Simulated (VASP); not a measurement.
# LiPbO3 (R3c) in VASP: relaxation of cell and atoms with PBEsol

Aim: the relaxation of cell and atoms of LiPbO3 with PBEsol.

Everything below comes from runs of VASP 6.6.1. Logs are shortened: lines on timing, memory, paths and dates and some standing lists are left out, and cuts for length are marked.

## 1. The cell of the first run

Symmetry: R3c, No. 161, trigonal system. Conventional cell: a = 5.549 Å, b = 5.549 Å, c = 14.840 Å, α = 90.00°, β = 90.00°, γ = 120.00°. Pb (site symmetry 3) has 6 O at 2.06 to 2.23 Å within 2.7 Å. Within 2.7 Å of O (site symmetry 1) lie 2 Pb at 2.06 to 2.23 Å and 2 Li at 2.20 to 2.47 Å. Li (site symmetry 3) has 6 O at 2.20 to 2.47 Å within 2.9 Å.

## 2. Relaxation of cell and atoms, PBEsol

Input file INCAR:

```
SYSTEM = LiPbO3
PREC = Accurate ; ENCUT = 600
EDIFF = 1E-6 ; ISMEAR = -1
SIGMA = 0.1 ; LREAL = .FALSE.
LASPH = .TRUE. ; NELM = 60
ALGO = Normal ; ISIF = 3
LWAVE = .FALSE. ; LCHARG = .FALSE.
GGA = PS ; IBRION = 2
NSW = 100 ; EDIFFG = -0.03
```

Input file KPOINTS:

```
regular mesh
0
G
  5 5 5
  0 0 0
```

Input file POSCAR:

```
LiPbO3
1.0
    5.5493710000      0.0000000000      0.0000000000
   -2.7746860000      4.8058980000      0.0000000000
   -2.7746860000      1.6019660000      4.9467880000
Pb O Li
2 6 2
Direct
    0.0013000000      0.9987000000      0.0039000000
    0.5013000000      0.4987000000      0.5039000000
    0.1203000000      0.2742000000      0.2103000000
    0.7258000000      0.6358000000      0.2103000000
    0.3642000000      0.8797000000      0.2103000000
    0.2258000000      0.3797000000      0.7103000000
    0.8642000000      0.7742000000      0.7103000000
    0.6203000000      0.1358000000      0.7103000000
    0.2820000000      0.7180000000      0.8460000000
    0.7820000000      0.2180000000      0.3460000000
```

Potentials or basis: VASP PAW PBE potentials, release 64 (Pb_d, O, Li_sv).

Run with:

```bash
$ cat potpaw_PBE.64/Pb_d/POTCAR potpaw_PBE.64/O/POTCAR potpaw_PBE.64/Li_sv/POTCAR > POTCAR
$ mpirun -np 1 vasp_std > vasp.out
```

OUTCAR:

```text
SYSTEM = LiPbO3
   PREC = Accurate
   ENCUT = 600
   EDIFF = 1E-6
   ISMEAR = -1
   LREAL = .FALSE.
   LASPH = .TRUE.
   NELM = 60
   ISIF = 3
   GGA = PS
   IBRION = 2
   NSW = 100
   EDIFFG = -0.03

 ion  position               nearest neighbor table
   1  0.001  0.999  0.004-   5 2.06   4 2.06   3 2.06   8 2.23   6 2.23   7 2.23  10 3.25   9 3.30
                             9 3.30   9 3.30   2 4.05   2 4.05   2 4.05   2 4.05   2 4.05   2 4.05
   2  0.501  0.499  0.504-   6 2.06   8 2.06   7 2.06   4 2.23   3 2.23   5 2.23   9 3.25  10 3.30
                            10 3.30  10 3.30   1 4.05   1 4.05   1 4.05   1 4.05   1 4.05   1 4.05
   3  0.120  0.274  0.210-   1 2.06  10 2.20   2 2.23
   4  0.726  0.636  0.210-   1 2.06  10 2.20   2 2.23
   5  0.364  0.880  0.210-   1 2.06  10 2.20   2 2.23
   6  0.226  0.380  0.710-   2 2.06   9 2.20   1 2.23
   7  0.864  0.774  0.710-   2 2.06   9 2.20   1 2.23
   8  0.620  0.136  0.710-   2 2.06   9 2.20   1 2.23
   9  0.282  0.718  0.846-   7 2.20   8 2.20   6 2.20   2 3.25   1 3.30   1 3.30   1 3.30
  10  0.782  0.218  0.346-   3 2.20   5 2.20   4 2.20   1 3.25   2 3.30   2 3.30   2 3.30

  LATTYP: Found a trigonal (rhomboedric) cell.
 ALAT       =     5.8937160587
 COS(alpha) =     0.5567187475

  Lattice vectors:

 A1 = (  -2.7746860000,   1.6019660000,   4.9467880000)
 A2 = (   0.0000000000,  -3.2039320000,   4.9467880000)
 A3 = (   2.7746850000,   1.6019660000,   4.9467880000)

Analysis of symmetry for initial positions (statically):
=====================================================================
 Subroutine PRICEL returns:
 Original cell was already a primitive cell.

 Routine SETGRP: Setting up the symmetry group for a
 trigonal (rhombohedral) supercell.

 Subroutine GETGRP returns: Found  6 space group operations
 (whereof  3 operations were pure point group operations)
 out of a pool of 12 trial point group operations.

The static configuration has the point symmetry C_3 .
 The point group associated with its full space group is C_3v.

Analysis of symmetry for dynamics (positions and initial velocities):
=====================================================================
 Subroutine PRICEL returns:
 Original cell was already a primitive cell.

 Routine SETGRP: Setting up the symmetry group for a
 trigonal (rhombohedral) supercell.

 Subroutine GETGRP returns: Found  6 space group operations
 (whereof  3 operations were pure point group operations)
 out of a pool of 12 trial point group operations.

The dynamic configuration has the point symmetry C_3 .
 The point group associated with its full space group is C_3v.

 Subroutine INISYM returns: Found  6 space group operations
 (whereof  3 operations are pure point group operations),
 and found     1 'primitive' translations

[... 111 lines left out ...]
   ISYM   =      2    0-nonsym 1-usesym 2-fastsym
   POTIM  = 0.5000    time-step for ionic-motion
   TEBEG  =    0.0;   TEEND  =   0.0 temperature during run
   PSTRESS=    0.0 pullay stress
   NELECT =      70.0000    total number of electrons
   NUPDOWN=      -1.0000    fix difference up-down
   EMIN   =  10.00;   EMAX   =-10.00  energy-range for DOS
   EFERMI =   0.00;   METHOD = LEGACY
   ISMEAR =    -1;   SIGMA  =   0.10  broadening in eV -4-tet -1-fermi 0-gaus
   EFERMI_NEDOS =   21; number of points for ismear=-14 and -15
   IALGO  =     38    algorithm
   IMIX   =      4    mixing-type and parameters
     AMIX     =   0.40;   BMIX     =  1.00
     AMIX_MAG =   1.60;   BMIX_MAG =  1.00
  volume/ion in A,a.u.               =      13.19        89.03
  Fermi-wavevector in a.u.,A,eV,Ry     =   1.325339  2.504528 23.898952  1.756523
  Thomas-Fermi vector in A             =   2.454807
   LORBIT       =      0    0 simple, 1 ext, 2 COOP (PROOUT), +10 PAW based schemes
   GGA     = PS    functional components
   LHFCALC =     F    Hartree Fock is set to
   AEXX    =    0.0000 exact exchange contribution
   IVDW    =     0    specifies the selected vdW correction
   LEPSILON=     F    determine dielectric tensor
   LRPA    =     F    only Hartree local field effects (RPA)
 conjugate gradient relaxation of ions
 non-spin polarized calculation
  energy-cutoff  :      600.00
  volume of cell :      131.93
 maximum number of plane-waves:      4418
 NGX is ok and might be reduce to    48
   NGX = 23   NGY = 23   NGZ = 23

--------------------------------------- Ionic step        1  -------------------------------------------

 number of electron      69.9999992 magnetization

 Free energy of the ion-electron system (eV)
  ---------------------------------------------------
  ext. energy  EPLUGINS =         0.00000000
  ---------------------------------------------------
  free energy    TOTEN  =       -51.40013472 eV

  energy without entropy =      -50.98714371  energy(sigma->0) =      -51.19363921

------------------------ aborting loop because EDIFF is reached ----------------------------------------

  FORCE on cell =-STRESS in cart. coord.  units (eV):
  Direction    XX          YY          ZZ          XY          YZ          ZX
  --------------------------------------------------------------------------------------
  -------------------------------------------------------------------------------------
  Total        0.5756459      0.5756463     -1.5140888     -0.0000001      0.0000000      0.0000001
  in kB        6.9907598      6.9907649    -18.3874004     -0.0000007      0.0000000      0.0000012
  external PRESSURE =      -1.4686252 kB  Pullay stress =       0.0000000 kB
[... 113 lines left out ...]
  FREE ENERGIE OF THE ION-ELECTRON SYSTEM (eV)
  ---------------------------------------------------
  free  energy   TOTEN  =       -51.7337754280 eV

  energy  without entropy=      -51.3176782528  energy(sigma->0) =      -51.52572684

[... ionic steps 4 to 18 ...]

--------------------------------------- Ionic step       19  -------------------------------------------

 number of electron      69.9999998 magnetization

------------------------ aborting loop because EDIFF is reached ----------------------------------------
[... 83 lines left out ...]
--------------------------------------- Ionic step       21  -------------------------------------------

 number of electron      69.9999999 magnetization

 Free energy of the ion-electron system (eV)
  ---------------------------------------------------
  ext. energy  EPLUGINS =         0.00000000
  ---------------------------------------------------
  free energy    TOTEN  =       -52.33402935 eV

  energy without entropy =      -51.94261160  energy(sigma->0) =      -52.13832048

 E-fermi :   2.8941     XC(G=0): -10.7749

 val. band max:        2.8897216666   @ k =  -0.2000   0.2000   0.0000
 cond. band min:       2.9007509192   @ k =  -0.4000   0.0000   0.2000
 fundamental gap:      0.0110292526
 Fermi energy:         2.8941344291

 k-point     1 :       0.0000    0.0000    0.0000
  band No.  band energies     occupation
      1     -38.3793      2.00000
      2     -38.3767      2.00000
      3     -14.6467      2.00000
      4     -14.4467      2.00000
      5     -14.4467      2.00000
      6     -13.4177      2.00000
[... 881 lines left out ...]
  FREE ENERGIE OF THE ION-ELECTRON SYSTEM (eV)
  ---------------------------------------------------
  free  energy   TOTEN  =       -52.3340293488 eV

  energy  without entropy=      -51.9426116033  energy(sigma->0) =      -52.13832048

 reached required accuracy - stopping structural energy minimisation
```

OSZICAR:

```text
N       E                     dE             d eps       ncg     rms          rms(c)
DAV:   1     0.967033851527E+03    0.96703E+03   -0.37022E+04  1596   0.213E+03
DAV:   2     0.901412287270E+02   -0.87689E+03   -0.84594E+03  1784   0.569E+02
[... 186 lines left out ...]
DAV:   1    -0.523323898785E+02    0.94362E-03   -0.17328E+00  1596   0.758E+00    0.354E-01
DAV:   2    -0.523344868821E+02   -0.20970E-02   -0.38388E-02  2246   0.147E+00    0.170E-01
DAV:   3    -0.523340609399E+02    0.42594E-03   -0.19165E-03  2738   0.396E-01    0.542E-02
DAV:   4    -0.523340300704E+02    0.30870E-04   -0.25046E-04  2510   0.124E-01    0.205E-02
DAV:   5    -0.523340290621E+02    0.10083E-05   -0.16480E-05  2396   0.473E-02    0.491E-03
DAV:   6    -0.523340293488E+02   -0.28668E-06   -0.26087E-06  1430   0.141E-02
  21 F= -.52334029E+02 E0= -.52138320E+02  d E =-.105925E-02
```

CONTCAR:

```text
LiPbO3
   1.00000000000000
     5.3929781976731475    0.0000000171778684    0.0000000182824507
    -2.6964895698690601    4.6704576991397593   -0.0000000091412270
    -2.6964895634920723    1.5568192273206289    4.7070598730134625
  Pb              O               Li
     2     6     2
Direct
     0.0049055089089009    0.9950944910782068    0.0147165267653804
     0.5049055089089010    0.4950944910782065    0.5147165267653804
     0.0863278762137955    0.3054720781052164    0.1989415961174607
     0.6945279219019551    0.5819142017006195    0.1989415960629404
     0.4180857979686329    0.9136721241232726    0.1989415960322741
     0.1945279221960169    0.4136721241827743    0.6989415961095095
     0.9180857979015832    0.8054720780253788    0.6989415960243226
     0.5863278759867834    0.0819142017209550    0.6989415960788430
     0.2897528950067091    0.7102471049926917    0.8692586850219320
     0.7897528950067093    0.2102471049926917    0.3692586850219321

  0.00000000E+00  0.00000000E+00  0.00000000E+00
  0.00000000E+00  0.00000000E+00  0.00000000E+00
  0.00000000E+00  0.00000000E+00  0.00000000E+00
  0.00000000E+00  0.00000000E+00  0.00000000E+00
  0.00000000E+00  0.00000000E+00  0.00000000E+00
  0.00000000E+00  0.00000000E+00  0.00000000E+00
  0.00000000E+00  0.00000000E+00  0.00000000E+00
  0.00000000E+00  0.00000000E+00  0.00000000E+00
  0.00000000E+00  0.00000000E+00  0.00000000E+00
  0.00000000E+00  0.00000000E+00  0.00000000E+00
```

It took 30 min on 1 thread of Intel Xeon Platinum 8488C (Sapphire Rapids), shared host; peak memory 0.41 GiB.

Results:

| Item | Value |
| --- | --- |
| Free energy | -52.3340 eV |
| Relaxed volume | 11.86 Å³/atom |
| Relaxed cell | a = 5.393 Å, b = 5.393 Å, c = 5.644 Å, α = 61.46°, β = 118.54°, γ = 120.00° |
| Space group after relaxing (to 0.1 Å) | R3c (No. 161) |
| Energy gained by relaxing | 93.4 meV/atom |
| Ionic steps | 21 |
| Pressure after relaxing | -0.1 GPa |
| Largest force after relaxing | 0.013 eV/Å |
| Band gap on the k mesh | zero (bands 35 and 36 overlap by 0.15 eV) |

Forces in eV/Å, atoms in the order of the input:
```
Pb   0.000  0.000  0.003
Pb   0.000  0.000  0.003
O   -0.006 -0.010 -0.005
O    0.011  0.000 -0.005
O   -0.006  0.010 -0.005
O    0.006  0.010 -0.005
O    0.006 -0.010 -0.005
O   -0.011  0.000 -0.005
Li   0.000  0.000  0.013
Li   0.000  0.000  0.013
```

The path:
| step | energy change (eV) | largest force (eV/Å) | pressure (GPa) | volume (Å³) |
| --- | --- | --- | --- | --- |
| 1 | 0.0000 | 1.5282 | -0.15 | 131.93 |
| 2 | -0.3182 | 1.0069 | -2.06 | 131.69 |
| 3 | -0.3336 | 0.5755 | -2.05 | 131.74 |
| 4 | -0.4827 | 0.5809 | -0.86 | 128.62 |
| 5 | -0.7490 | 0.5383 | 3.72 | 119.57 |
| 6 | -0.8615 | 0.2560 | 1.18 | 120.62 |
| 7 | -0.8910 | 0.1498 | -0.77 | 121.51 |
| 8 | -0.9001 | 0.1503 | -0.71 | 121.01 |
| 9 | -0.9090 | 0.1502 | -0.51 | 119.77 |
| 10 | -0.9163 | 0.1331 | 0.25 | 118.77 |
| 11 | -0.9176 | 0.1164 | 0.94 | 117.92 |
| 12 | -0.9231 | 0.0782 | 0.62 | 118.08 |
| 13 | -0.9261 | 0.0806 | 0.13 | 118.31 |
| 14 | -0.9280 | 0.0422 | -0.05 | 118.49 |
| 15 | -0.9285 | 0.0593 | -0.19 | 118.63 |
| 16 | -0.9300 | 0.0499 | -0.06 | 118.54 |
| 17 | -0.9320 | 0.0365 | 0.34 | 118.26 |
| 18 | -0.9328 | 0.0377 | -0.12 | 118.71 |
| 19 | -0.9328 | 0.0375 | -0.09 | 118.66 |
| 20 | -0.9332 | 0.0314 | -0.08 | 118.64 |
| 21 | -0.9339 | 0.0135 | -0.08 | 118.56 |

Final structure:
```
Pb O Li
1.0
     5.39298    0.00000    0.00000
    -2.69649    4.67046    0.00000
    -2.69649    1.55682    4.70706
Pb O Li
2 6 2
Direct
  0.00491 0.99509 0.01472
  0.50491 0.49509 0.51472
  0.08633 0.30547 0.19894
  0.69453 0.58191 0.19894
  0.41809 0.91367 0.19894
  0.19453 0.41367 0.69894
  0.91809 0.80547 0.69894
  0.58633 0.08191 0.69894
  0.28975 0.71025 0.86926
  0.78975 0.21025 0.36926
```

Levels at points of the mesh, in eV from the Fermi level:
```tsv
k point	band 34	band 35	band 36	band 37	band 38	band 39
(0.00, 0.00, 0.00)	-0.10	-0.04	-0.04	1.40	4.25	8.27
```

Caveat: the cutoff is under 1.25 times the usual one of these potentials, so pressure, stress and relaxed cells hold a basis-set (Pulay) error; the PAW data sets were made with another functional, which shifts forces and pressure a little; spin-orbit coupling is left out, which moves the levels of the heavy elements.
